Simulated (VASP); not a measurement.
Here is a VASP 6.6.1 calculation.

File POSCAR:

```
SiO2
1.0
    5.0701723655      0.0000000000      0.0000000000
    0.0000000000      5.0701723655      0.0000000000
    0.0000000000      0.0000000000      7.0963493682
Si O
4 8
Direct
    0.2915266136      0.2915266136      0.0000000000
    0.2084733864      0.7915266136      0.2500000000
    0.7084733864      0.7084733864      0.5000000000
    0.7915266136      0.2084733864      0.7500000000
    0.2423999011      0.0874642576      0.1706432044
    0.4125357424      0.7423999011      0.4206432044
    0.7576000989      0.9125357424      0.6706432044
    0.5874642576      0.2576000989      0.9206432044
    0.7423999011      0.4125357424      0.5793567956
    0.9125357424      0.7576000989      0.3293567956
    0.2576000989      0.5874642576      0.0793567956
    0.0874642576      0.2423999011      0.8293567956
```

File INCAR.step1:

```
PREC     = Accurate       # precision mode
ENCUT    = 520            # plane-wave cutoff, eV
ISMEAR   = 0              # smearing method
SIGMA    = 0.02           # smearing width, eV
LREAL    = F              # projectors in reciprocal space
LASPH    = T              # aspherical terms in the spheres
NELM     = 100            # most SCF steps
NBANDS   = 44             # bands
GGA      = PE             # functional
ALGO     = Normal         # electronic algorithm
EDIFF    = 1E-4           # SCF threshold, eV
LWAVE    = T              # write WAVECAR
LCHARG   = F              # write CHGCAR
```

File INCAR.step2:

```
PREC     = Accurate       # precision mode
ENCUT    = 520            # plane-wave cutoff, eV
EDIFF    = 1E-7           # SCF threshold, eV
ISMEAR   = 0              # smearing method
SIGMA    = 0.02           # smearing width, eV
LREAL    = F              # projectors in reciprocal space
LASPH    = T              # aspherical terms in the spheres
NELM     = 100            # most SCF steps
ALGO     = Normal         # electronic algorithm
ISIF     = 2              # what is computed and relaxed
LWAVE    = F              # write WAVECAR
LCHARG   = F              # write CHGCAR
METAGGA  = R2SCAN         # meta-GGA
LMIXTAU  = T            
NBANDS   = 44             # bands
ISTART   = 1
```

The input KPOINTS:

```
regular mesh
0
Gamma
  6 6 4
```

Potentials or basis: VASP PAW PBE potentials, release 64 (Si, O).

The run is started by

```sh
$ cat potpaw_PBE.64/Si/POTCAR potpaw_PBE.64/O/POTCAR > POTCAR
$ cp INCAR.step1 INCAR
$ mpirun -np 1 vasp_std > vasp.out
$ cp INCAR.step2 INCAR
$ mpirun -np 1 vasp_std > vasp.out
```

Problem. What does it give for the pressure?

Solution. -0.6 GPa.

Problem. What does it give for the band gap on the k mesh?

Solution. 6.22 eV.

Problem. What does it give for the largest force?

Solution. 0.017 eV/Å.

Forces on the atoms (eV/Å):
```
Si   0.012  0.012  0.000
Si  -0.012  0.012  0.000
Si  -0.012 -0.012  0.000
Si   0.012 -0.012  0.000
O   -0.005  0.003 -0.008
O   -0.003 -0.005 -0.008
O    0.005 -0.003 -0.008
O    0.003  0.005 -0.008
O   -0.005 -0.003  0.008
O   -0.003  0.005  0.008
O    0.005  0.003  0.008
O    0.003 -0.005  0.008
```

Caveat: the PAW data sets were made with another functional, which shifts forces and pressure a little. A k mesh can miss the band edges.
